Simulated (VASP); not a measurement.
Wanted: the native input for a VASP 6.6.1 run.

```
Task                   : relaxation of cell and atoms
Functional             : PBE
Potentials or basis    : VASP PAW PBE potentials, release 64 (Si, B)
Cutoff                 : 600 eV
k mesh                 : 6 × 6 × 6
Occupations            : gaussian, width 0.1 eV
Spin                   : no spin polarisation
Dipole correction      : no
Further INCAR settings : ALGO = Normal; EDIFF = 1e-06; IBRION = 2; EDIFFG = -0.04; NSW = 90; ISIF = 3
```

The structure of SiB6 lies in POSCAR:

```
SiB6
1.0
    2.6091944600      1.5064191300      2.8394248200
   -2.6091944600      1.5064191300      2.8394248200
    0.0000000000     -3.0128382500      2.8394248200
Si B
1 6
Direct
    0.6869802800      0.6869802800      0.6869802800
    0.8554708300      0.8554708300      0.8554708300
    0.1370379200      0.7498258000      0.1370379200
    0.1370379200      0.1370379200      0.7498258000
    0.7498258000      0.1370379200      0.1370379200
    0.5300924600      0.5300924600      0.5300924600
    0.2689177200      0.2689177200      0.2689177200
```

One way to write it, as run:

INCAR

```
SYSTEM = SiB6
ALGO = Normal
EDIFF = 1E-6
EDIFFG = -0.04
ENCUT = 600
GGA = PE
IBRION = 2
ISIF = 3
ISMEAR = 0
LASPH = .TRUE.
LCHARG = .FALSE.
LREAL = .FALSE.
LWAVE = .FALSE.
NELM = 80
NSW = 90
PREC = Accurate
SIGMA = 0.1
```

KPOINTS

```
k-points
0
G
  6 6 6
  0 0 0
```

Potentials or basis: VASP PAW PBE potentials, release 64 (Si, B).

Launch:

```sh
$ cat potpaw_PBE.64/Si/POTCAR potpaw_PBE.64/B/POTCAR > POTCAR
$ mpirun -np 1 vasp_std > vasp.out
```

Results of the run:

* Relaxed volume: 8.76 Å³/atom
* Relaxed cell: a = 4.309 Å, b = 4.309 Å, c = 4.309 Å, α = 63.84°, β = 63.84°, γ = 63.84°
* Space group after relaxing (to 0.05 Å): R3m (No. 160)
* Energy gained by relaxing: 2193.9 meV/atom
* Ionic steps: 40
* Pressure after relaxing: -0.3 GPa
* Largest force after relaxing: 0.040 eV/Å

Wall time 8.6 min on 1 thread of Intel(R) Xeon(R) Platinum 8559C (Emerald Rapids) (shared host), peak memory 0.21 GiB.
